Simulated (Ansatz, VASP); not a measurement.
Two plane-wave programs on AlGaN2

```xyz
4
Lattice="3.1153 0.0000 0.0000 0.0000 3.1153 0.0000 0.0000 0.0000 4.1213" Properties=species:S:1:pos:R:3 pbc="T T T"
Al    1.5576    1.5576    2.0606
Ga    0.0000    0.0000    0.0000
N     1.5576    0.0000    3.0445
N     0.0000    1.5576    1.0768
```

Alike in both runs: task single point; functional LDA; k mesh 8 × 8 × 6; occupations gaussian, width 0.02 eV; no spin polarisation.

|  | VASP | Ansatz |
| --- | --- | --- |
| version | VASP 6.6.1 | Ansatz 0.2.0 |
| potentials or method | VASP PAW LDA potentials, release 64 (Al, Ga_d, N), cutoff 520 eV | scalar-relativistic, plane waves, PAW |
| valence electrons in the cell | 26 | 26 |

Ansatz gave:

| Quantity | Value |
| --- | --- |
| gap on the k mesh at the Fermi level (eV) | 3.46 |
| least direct gap on the mesh (eV) | 3.46 |
| pressure (GPa) | 13.9 |
| traceless stress, the component that is largest in VASP (GPa) | 3.98 |
| rms of the force components (eV/Å) | 0.000 |

Problem. What did VASP give for the same quantities?

Solution. gap on the k mesh at the Fermi level (eV): 3.44; least direct gap on the mesh (eV): 3.44; pressure (GPa): 15.1; traceless stress, the component that is largest in VASP (GPa): 3.92; rms of the force components (eV/Å): 0.011.

LDA's correlation is that of Perdew and Zunger in VASP and of Perdew and Wang (1992) in Ansatz. Atom by atom the forces differ by 0.011 eV/Å (rms over components).
